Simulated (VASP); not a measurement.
# SiO2 (I-42d) in VASP: a series of runs

SiO2 is run at these levels: LDA; tasks: single point.

All numbers are computed with VASP 6.6.1; they aren't measurements. Logs are shortened: lines on timing, memory, paths and dates and some standing lists are left out, and cuts for length are marked.

## Step 1: The cell of the first run

The structure is tetragonal, space group I-42d (No. 122). The conventional cell has a = 4.634 Å, b = 4.634 Å, c = 7.240 Å, α = 90.00°, β = 90.00°, γ = 90.00°. Si (site symmetry -4) has 4 O at 1.61 Å within 2.1 Å. Within 2.1 Å of O (site symmetry 2) lie 2 Si at 1.61 Å.

## Step 2: Single point, LDA

File INCAR:

```
SYSTEM = SiO2
ALGO = Normal ; EDIFF = 1E-6
ENCUT = 520 ; ISIF = 2
ISMEAR = 0 ; LASPH = .TRUE.
LCHARG = .FALSE. ; LREAL = .FALSE.
LWAVE = .FALSE. ; NBANDS = 25
NELM = 60 ; PREC = Accurate
SIGMA = 0.02
```

File KPOINTS:

```
k-points
0
G
  6 6 6
  0 0 0
```

File POSCAR:

```
SiO2
1.0
   -2.3170492963      2.3170492963      3.6201830197
    2.3170492963     -2.3170492963      3.6201830197
    2.3170492963      2.3170492963     -3.6201830197
Si O
2 4
Direct
    0.0000000000      0.0000000000      0.0000000000
    0.7500000000      0.2500000000      0.5000000000
    0.3750000000      0.2653705934      0.3903705934
    1.0153705934      0.6250000000      0.8903705934
    0.7346294066      0.1250000000      0.1096294066
    0.8750000000     -0.0153705934      0.6096294066
```

Potentials or basis: VASP PAW LDA potentials, release 64 (Si, O).

Run with:

```console
$ cat potpaw_LDA.64/Si/POTCAR potpaw_LDA.64/O/POTCAR > POTCAR
$ mpirun -np 1 vasp_std > vasp.out
```

OUTCAR:

```text
SYSTEM = SiO2
   EDIFF = 1E-6
   ENCUT = 520
   ISIF = 2
   ISMEAR = 0
   LASPH = .TRUE.
   LREAL = .FALSE.
   NELM = 60
   PREC = Accurate

 ion  position               nearest neighbor table
   1  0.000  0.000  0.000-   3 1.61   4 1.61   6 1.61   5 1.61   2 2.94   2 2.94   2 2.94   2 2.94

   2  0.750  0.250  0.500-   4 1.61   3 1.61   5 1.61   6 1.61   1 2.94   1 2.94   1 2.94   1 2.94

   3  0.375  0.265  0.390-   1 1.61   2 1.61
   4  0.015  0.625  0.890-   2 1.61   1 1.61
   5  0.735  0.125  0.110-   2 1.61   1 1.61
   6  0.875  0.985  0.610-   1 1.61   2 1.61

  LATTYP: Found a body centered tetragonal cell.
 ALAT       =     4.6340985926
 C/A-ratio  =     1.5624108755

  Lattice vectors:

 A1 = (  -2.3170492963,   2.3170492963,   3.6201830197)
 A2 = (   2.3170492963,  -2.3170492963,   3.6201830197)
 A3 = (   2.3170492963,   2.3170492963,  -3.6201830197)

Analysis of symmetry for initial positions (statically):
=====================================================================
 Subroutine PRICEL returns:
 Original cell was already a primitive cell.

 Routine SETGRP: Setting up the symmetry group for a
 body centered tetragonal supercell.

 Subroutine GETGRP returns: Found  8 space group operations
 (whereof  4 operations were pure point group operations)
 out of a pool of 16 trial point group operations.

The static configuration has the point symmetry S_4 .
 The point group associated with its full space group is D_2d.

Analysis of symmetry for dynamics (positions and initial velocities):
=====================================================================
 Subroutine PRICEL returns:
 Original cell was already a primitive cell.

 Routine SETGRP: Setting up the symmetry group for a
 body centered tetragonal supercell.

 Subroutine GETGRP returns: Found  8 space group operations
 (whereof  4 operations were pure point group operations)
 out of a pool of 16 trial point group operations.

The dynamic configuration has the point symmetry S_4 .
 The point group associated with its full space group is D_2d.

 Subroutine INISYM returns: Found  8 space group operations
 (whereof  4 operations are pure point group operations),
 and found     1 'primitive' translations

----------------------------------------------------------------------------------------

                                     Primitive cell

  volume of cell :      77.7430

  direct lattice vectors                    reciprocal lattice vectors
    -2.317049296  2.317049296  3.620183020     0.000000000  0.215791697  0.138114564
     2.317049296 -2.317049296  3.620183020     0.215791697  0.000000000  0.138114564
     2.317049296  2.317049296 -3.620183020     0.215791697  0.215791697  0.000000000

  length of vectors
     4.882945830  4.882945830  4.882945830     0.256206341  0.256206341  0.305175545

  position of ions in fractional coordinates (direct lattice)
     0.000000000  0.000000000  0.000000000
     0.750000000  0.250000000  0.500000000
     0.375000000  0.265370593  0.390370593
     0.015370593  0.625000000  0.890370593
     0.734629407  0.125000000  0.109629407
     0.875000000  0.984629407  0.609629407

  ion indices of the primitive-cell ions
   primitive index   ion index
                 1           1
                 2           2
                 3           3
                 4           4
                 5           5
                 6           6

----------------------------------------------------------------------------------------

 KPOINTS: k-points

Automatic generation of k-mesh.
 Grid dimensions read from file:
 generate k-points for:    6    6    6

 Generating k-lattice:

  Cartesian coordinates                     Fractional coordinates (reciprocal lattice)
     0.000000000  0.035965283  0.023019094     0.166666667 -0.000000000  0.000000000
     0.035965283  0.000000000  0.023019094    -0.000000000  0.166666667  0.000000000
     0.035965283  0.035965283  0.000000000     0.000000000  0.000000000  0.166666667

  Length of vectors
     0.042701057  0.042701057  0.050862591

[... 49 lines left out ...]
 fundamental gap:      6.2283335089
 Fermi energy:         0.1878018141

 k-point     1 :       0.0000    0.0000    0.0000
  band No.  band energies     occupation
      1     -18.8614      2.00000
      2     -16.5340      2.00000
      3     -16.5340      2.00000
      4     -16.4467      2.00000
      5      -8.4371      2.00000
      6      -5.1635      2.00000
[... 17 lines left out ...]
     24      13.9843      0.00000
     25      14.2692      0.00000

 k-point     2 :       0.1667    0.0000    0.0000
  band No.  band energies     occupation
      1     -18.7634      2.00000
      2     -16.6693      2.00000
      3     -16.5450      2.00000
      4     -16.4769      2.00000
      5      -8.2506      2.00000
      6      -5.2259      2.00000
[... 17 lines left out ...]
     24      13.7645      0.00000
     25      14.1888      0.00000

 k-point     3 :       0.3333    0.0000    0.0000
  band No.  band energies     occupation
      1     -18.5142      2.00000
      2     -17.0270      2.00000
      3     -16.5595      2.00000
      4     -16.5065      2.00000
      5      -7.8303      2.00000
      6      -5.4140      2.00000
[... 17 lines left out ...]
     24      13.4084      0.00000
     25      14.5241      0.00000

 k-point     4 :       0.5000    0.0000    0.0000
  band No.  band energies     occupation
      1     -18.3340      2.00000
      2     -17.2613      2.00000
      3     -16.5614      2.00000
      4     -16.5243      2.00000
      5      -7.5817      2.00000
      6      -5.5323      2.00000
[... 17 lines left out ...]
     24      13.4823      0.00000
     25      14.2828      0.00000
[... 477 lines left out ...]
 k-point    22 :      -0.1667    0.5000    0.1667
  band No.  band energies     occupation
      1     -18.2729      2.00000
      2     -17.3164      2.00000
      3     -16.5802      2.00000
      4     -16.5450      2.00000
      5      -7.3946      2.00000
      6      -5.6457      2.00000
[... 17 lines left out ...]
     24      13.6364      0.00000
     25      14.3216      0.00000

 k-point    23 :      -0.3333   -0.3333    0.1667
  band No.  band energies     occupation
      1     -18.2862      2.00000
      2     -17.2870      2.00000
      3     -16.5863      2.00000
      4     -16.5605      2.00000
      5      -7.3315      2.00000
      6      -5.7074      2.00000
[... 17 lines left out ...]
     24      13.7979      0.00000
     25      14.3560      0.00000

 k-point    24 :      -0.1667   -0.3333    0.1667
  band No.  band energies     occupation
      1     -18.5260      2.00000
      2     -16.9837      2.00000
      3     -16.5609      2.00000
      4     -16.5486      2.00000
      5      -7.7537      2.00000
      6      -5.3324      2.00000
[... 17 lines left out ...]
     24      14.0443      0.00000
     25      14.2361      0.00000

 [... further k-points ...]
[... 5 lines left out ...]
  --------------------------------------------------------------------------------------
  -------------------------------------------------------------------------------------
  Total        1.7861477      1.7861477      1.8404697      0.0000000      0.0000000      0.0000000
  in kB       36.8100895     36.8100895     37.9295945      0.0000000      0.0000000      0.0000000
  external PRESSURE =      37.1832578 kB  Pullay stress =       0.0000000 kB

 VOLUME and BASIS-vectors are now :
 -----------------------------------------------------------------------------
  energy-cutoff  :      520.00
  volume of cell :       77.74
      direct lattice vectors                 reciprocal lattice vectors
    -2.317049296  2.317049296  3.620183020     0.000000000  0.215791697  0.138114564
     2.317049296 -2.317049296  3.620183020     0.215791697  0.000000000  0.138114564
     2.317049296  2.317049296 -3.620183020     0.215791697  0.215791697  0.000000000

 POSITION                                       TOTAL-FORCE (eV/Angst)
 -----------------------------------------------------------------------------------
      0.00000      0.00000      0.00000        -0.000000      0.000000      0.000000
      0.00000      2.31705      1.81009        -0.000000      0.000000     -0.000000
      0.65049      1.15852      0.90505         0.046935      0.000000      0.000000
      3.47557      0.65049     -0.90505        -0.000000      0.046935      0.000000
     -1.15852      1.66656      2.71514        -0.000000     -0.046935      0.000000
      1.66656      1.15852      4.52523        -0.046935      0.000000      0.000000
 -----------------------------------------------------------------------------------
    total drift:                                0.000003      0.000003      0.000004

  FREE ENERGIE OF THE ION-ELECTRON SYSTEM (eV)
  ---------------------------------------------------
  free  energy   TOTEN  =       -51.7585759850 eV

  energy  without entropy=      -51.7585759850  energy(sigma->0) =      -51.75857598
```

It took 18 s on 1 thread of Intel Xeon 6975P-C (Granite Rapids), shared host; peak memory 0.18 GiB.

Results:

| Quantity | Value |
| --- | --- |
| Free energy | -51.7586 eV |
| Pressure | 3.7 GPa |
| Largest force | 0.047 eV/Å |
| Band gap on the k mesh | 6.23 eV, direct |

Forces on the atoms (eV/Å):
```
Si   0.000  0.000  0.000
Si   0.000  0.000  0.000
O    0.047  0.000  0.000
O    0.000  0.047  0.000
O    0.000 -0.047  0.000
O   -0.047  0.000  0.000
```

Levels at points of the mesh, in eV from the valence-band top:
```
           k point  band 12  band 13  band 14  band 15  band 16  band 17  band 18  band 19  band 20  band 21
(0.00, 0.00, 0.00)    -1.19    -1.14    -1.11     0.00     0.00     6.23     8.49    11.47    11.47    12.25
(0.50, 0.00, 0.00)    -1.33    -1.15    -0.58    -0.22    -0.08     8.74     9.45    10.11    10.32    11.50
(0.50, 0.50, 0.00)    -1.79    -0.58    -0.58    -0.11    -0.11     9.82     9.82    10.44    10.44    11.27
(0.50, 0.50, 0.50)    -1.81    -1.46    -1.46    -0.01    -0.01     9.24     9.24     9.39     9.39    12.76
```

## Step 3: Single point, LDA

File INCAR:

```
SYSTEM = SiO2
PREC = Accurate
ENCUT = 520
EDIFF = 1E-6
ISMEAR = 0
SIGMA = 0.02
LREAL = .FALSE.
LASPH = .TRUE.
NELM = 100
ALGO = Normal
ISIF = 2
LWAVE = .FALSE.
LCHARG = .FALSE.
GGA = CA
NBANDS = 25
```

File KPOINTS:

```
Automatic mesh
0
G
  6 6 6
  0 0 0
```

POSCAR is that of step 2.

Potentials or basis: VASP PAW LDA potentials, release 64 (Si, O).

Run with:

```console
$ cat potpaw_LDA.64/Si/POTCAR potpaw_LDA.64/O/POTCAR > POTCAR
$ mpirun -np 1 vasp_std > vasp.out
```

Run time: 21 s. Hardware: 1 thread of Intel Xeon 6975P-C (Granite Rapids), shared host; peak memory 0.18 GiB.

It converged, with:

```yaml
Free_energy: -51.7586 eV
Pressure: 3.7 GPa
Largest_force: 0.047 eV/Å
Band_gap_on_the_k_mesh: 6.23 eV, direct
```

Forces in eV/Å, atoms in the order of the input:
```
Si   0.000  0.000  0.000
Si   0.000  0.000  0.000
O    0.047  0.000  0.000
O    0.000  0.047  0.000
O    0.000 -0.047  0.000
O   -0.047  0.000  0.000
```

Stress tensor (GPa, compression positive):
```
3.68 0.00 0.00
0.00 3.68 0.00
0.00 0.00 3.79
```

Levels at points of the mesh, in eV from the valence-band top:
```tsv
k point	band 12	band 13	band 14	band 15	band 16	band 17	band 18	band 19	band 20	band 21
(0.00, 0.00, 0.00)	-1.19	-1.14	-1.11	0.00	0.00	6.23	8.49	11.47	11.47	12.25
(0.50, 0.00, 0.00)	-1.33	-1.15	-0.58	-0.22	-0.08	8.74	9.45	10.11	10.32	11.50
(0.50, 0.50, 0.00)	-1.79	-0.58	-0.58	-0.11	-0.11	9.82	9.82	10.44	10.44	11.27
(0.50, 0.50, 0.50)	-1.81	-1.46	-1.46	-0.01	-0.01	9.24	9.24	9.39	9.39	12.76
```

A k mesh can miss the band edges. Expect the measured gap to be larger: semilocal functionals such as LDA lack the derivative discontinuity.

## Step 4: Single point, LDA

This run uses another cell than the first one, of 14.76 Å³/atom, 1.139 times its volume.

File INCAR:

```
SYSTEM = SiO2
PREC = Accurate
ENCUT = 520
EDIFF = 1E-7
ISMEAR = 0
SIGMA = 0.02
LREAL = .False.
LASPH = .True.
NELM = 80
ALGO = Normal
ISIF = 2
LWAVE = .False.
LCHARG = .False.
GGA = CA
NBANDS = 25
```

File KPOINTS:

```
Automatic mesh
0
Gamma
  6 6 6
  0 0 0
```

File POSCAR:

```
SiO2
1.0
   -2.4644439979      2.4644439979      3.6444028402
    2.4644439979     -2.4644439979      3.6444028402
    2.4644439979      2.4644439979     -3.6444028402
Si O
2 4
Direct
    0.0000000000      0.0000000000      0.0000000000
    0.7500000000      0.2500000000      0.5000000000
    0.3750000000      0.2235465642      0.3485465642
    0.9735465642      0.6250000000      0.8485465642
    0.7764534358      0.1250000000      0.1514534358
    0.8750000000      0.0264534358      0.6514534358
```

Run with:

```console
$ cat potpaw_LDA.64/Si/POTCAR potpaw_LDA.64/O/POTCAR > POTCAR
$ mpirun -np 1 vasp_std > vasp.out
```

Wall time 31 s (1 thread of Intel Xeon 6975P-C (Granite Rapids), shared host); peak memory 0.21 GiB.

Results (log left out):

```yaml
Free_energy: -51.8764 eV
Pressure: 0.6 GPa
Largest_force: 0.030 eV/Å
Band_gap_on_the_k_mesh: 5.76 eV, direct
```

Forces on the atoms (eV/Å):
```
Si   0.000  0.000  0.000
Si   0.000  0.000  0.000
O    0.030  0.000  0.000
O    0.000  0.030  0.000
O    0.000 -0.030  0.000
O   -0.030  0.000  0.000
```

Levels at points of the mesh, in eV from the valence-band top:
| k point | band 13 | band 14 | band 15 | band 16 | band 17 | band 18 | band 19 | band 20 |
| --- | --- | --- | --- | --- | --- | --- | --- | --- |
| (0.00, 0.00, 0.00) | -1.58 | -0.69 | 0.00 | 0.00 | 5.76 | 8.60 | 10.54 | 10.54 |
| (0.50, 0.00, 0.00) | -1.53 | -0.79 | -0.49 | -0.15 | 8.15 | 8.73 | 9.49 | 10.08 |
| (0.50, 0.50, 0.00) | -1.00 | -1.00 | -0.33 | -0.33 | 8.96 | 8.96 | 10.09 | 10.09 |
| (0.50, 0.50, 0.50) | -1.50 | -1.50 | -0.32 | -0.32 | 8.72 | 8.72 | 10.05 | 10.05 |

A k mesh can miss the band edges.

## Step 5: Single point, LDA

This run uses another cell than the first one, of 14.96 Å³/atom, 1.154 times its volume.

File INCAR:

```
ALGO     = Normal         # electronic algorithm
EDIFF    = 1E-6           # SCF threshold, eV
ENCUT    = 520            # plane-wave cutoff, eV
GGA      = CA             # functional
ISIF     = 2              # what is computed and relaxed
ISMEAR   = 0              # smearing method
LASPH    = T              # aspherical terms in the spheres
LCHARG   = F              # write CHGCAR
LREAL    = F              # projectors in reciprocal space
LWAVE    = F              # write WAVECAR
NBANDS   = 25             # bands
NELM     = 100            # most SCF steps
PREC     = Accurate       # precision mode
SIGMA    = 0.1            # smearing width, eV
```

File KPOINTS:

```
k-points
0
Gamma
  6 6 6
```

File POSCAR:

```
SiO2
1.0
   -2.4772904627      2.4772904627      3.6556712422
    2.4772904627     -2.4772904627      3.6556712422
    2.4772904627      2.4772904627     -3.6556712422
Si O
2 4
Direct
    0.0000000000      0.0000000000      0.0000000000
    0.7500000000      0.2500000000      0.5000000000
    0.3750000000      0.2217861300      0.3467861300
    0.9717861300      0.6250000000      0.8467861300
    0.7782138700      0.1250000000      0.1532138700
    0.8750000000      0.0282138700      0.6532138700
```

Run with:

```console
$ cat potpaw_LDA.64/Si/POTCAR potpaw_LDA.64/O/POTCAR > POTCAR
$ mpirun -np 1 vasp_std > vasp.out
```

Run time: 37 s. Hardware: 1 thread of Intel Xeon 6975P-C (Granite Rapids), shared host; peak memory 0.2 GiB.

The run converged. Its results:

| Item | Value |
| --- | --- |
| Free energy | -51.8769 eV |
| Pressure | -1.0 GPa |
| Largest force | 0.068 eV/Å |
| Band gap on the k mesh | 5.70 eV, direct |

Forces in eV/Å, atoms in the order of the input:
```
Si   0.000  0.000  0.000
Si   0.000  0.000  0.000
O   -0.068  0.000  0.000
O    0.000 -0.068  0.000
O    0.000  0.068  0.000
O    0.068  0.000  0.000
```

Levels at points of the mesh, in eV from the valence-band top:
| k point | band 12 | band 13 | band 14 | band 15 | band 16 | band 17 | band 18 | band 19 | band 20 | band 21 |
| --- | --- | --- | --- | --- | --- | --- | --- | --- | --- | --- |
| (0.00, 0.00, 0.00) | -1.64 | -1.58 | -0.68 | 0.00 | 0.00 | 5.70 | 8.56 | 10.40 | 10.40 | 10.50 |
| (0.50, 0.00, 0.00) | -1.66 | -1.53 | -0.79 | -0.50 | -0.14 | 8.05 | 8.67 | 9.43 | 10.00 | 10.59 |
| (0.50, 0.50, 0.00) | -2.12 | -1.00 | -1.00 | -0.34 | -0.34 | 8.88 | 8.88 | 10.01 | 10.01 | 10.92 |
| (0.50, 0.50, 0.50) | -2.12 | -1.48 | -1.48 | -0.33 | -0.33 | 8.66 | 8.66 | 10.02 | 10.02 | 11.48 |

## Step 6: Single point, LDA

This run uses another cell than the first one, of 8.63 Å³/atom, 0.666 times its volume.

File INCAR:

```
PREC = Accurate
ENCUT = 520
EDIFF = 1E-7
ISMEAR = 0
SIGMA = 0.02
LREAL = False
LASPH = True
NELM = 100
ALGO = Normal
ISIF = 2
LWAVE = False
LCHARG = False
GGA = CA
NBANDS = 25
```

File KPOINTS:

```
regular mesh
0
Gamma
  8 8 8
```

File POSCAR:

```
SiO2
1.0
   -1.8105538595      1.8105538595      3.9466748897
    1.8105538595     -1.8105538595      3.9466748897
    1.8105538595      1.8105538595     -3.9466748897
Si O
2 4
Direct
    0.0000000000      0.0000000000      0.0000000000
    0.7500000000      0.2500000000      0.5000000000
    0.3750000000      0.3654448716      0.4904448716
    1.1154448716      0.6250000000      0.9904448716
    0.6345551284      0.1250000000      0.0095551284
    0.8750000000     -0.1154448716      0.5095551284
```

Potentials or basis: VASP PAW LDA potentials, release 64 (Si, O).

Run with:

```console
$ cat potpaw_LDA.64/Si/POTCAR potpaw_LDA.64/O/POTCAR > POTCAR
$ mpirun -np 1 vasp_std > vasp.out
```

Run time: 36 s. Hardware: 1 thread of Intel Xeon 6975P-C (Granite Rapids), shared host; peak memory 0.19 GiB.

It converged, with:

```
Free energy            : -49.8682 eV
Pressure               : 31.5 GPa
Largest force          : 0.097 eV/Å
Band gap on the k mesh : 6.37 eV, indirect (least direct gap 6.58 eV)
```

Forces on the atoms (eV/Å):
```
Si   0.000  0.000  0.000
Si   0.000  0.000  0.000
O    0.097  0.000  0.000
O    0.000  0.097  0.000
O    0.000 -0.097  0.000
O   -0.097  0.000  0.000
```

Stress tensor (GPa, compression positive):
```
31.22  0.00  0.00
 0.00 31.22  0.00
 0.00  0.00 32.03
```

Levels at points of the mesh, in eV from the valence-band top:
```csv
k point,band 12,band 13,band 14,band 15,band 16,band 17,band 18,band 19,band 20,band 21
"(0.00, 0.00, 0.00)",-0.91,-0.86,-0.86,-0.48,-0.48,6.58,6.82,8.62,8.62,13.91
"(0.50, 0.00, 0.00)",-2.47,-1.55,-1.53,-0.92,-0.47,9.17,9.36,9.66,10.17,13.01
"(0.50, 0.50, 0.00)",-2.12,-0.29,-0.29,0.00,0.00,10.03,10.03,11.21,11.21,12.66
"(0.50, 0.50, 0.50)",-2.23,-1.28,-1.28,-0.21,-0.21,6.37,6.37,8.98,8.98,11.97
```

A k mesh can miss the band edges. LDA gaps usually lie below the measured ones, often by a third to a half.

## Step 7: Summary

| cell | k mesh | smearing | gap on the mesh (eV) | pressure (GPa) | largest force (eV/Å) |
| --- | --- | --- | --- | --- | --- |
| a = 4.883 Å, angles 123.3, 123.3, 84.3°, 6 atoms | 6 × 6 × 6 | gaussian 0.02 eV | 6.23 | 3.7 | 0.05 |
| a = 5.043 Å, angles 121.5, 121.5, 87.4°, 6 atoms | 6 × 6 × 6 | gaussian 0.02 eV | 5.76 | 0.6 | 0.03 |
| a = 5.063 Å, angles 121.4, 121.4, 87.6°, 6 atoms | 6 × 6 × 6 | gaussian 0.1 eV | 5.70 | -1.0 | 0.07 |
| a = 4.705 Å, angles 134.7, 134.7, 65.9°, 6 atoms | 8 × 8 × 8 | gaussian 0.02 eV | 6.37 | 31.5 | 0.10 |

Alike in all rows: task single point; level LDA; potentials or basis VASP PAW LDA potentials, release 64 (Si, O); no spin polarisation; cutoff (eV) 520.

Absolute energies hang on the potentials; compare differences alone.
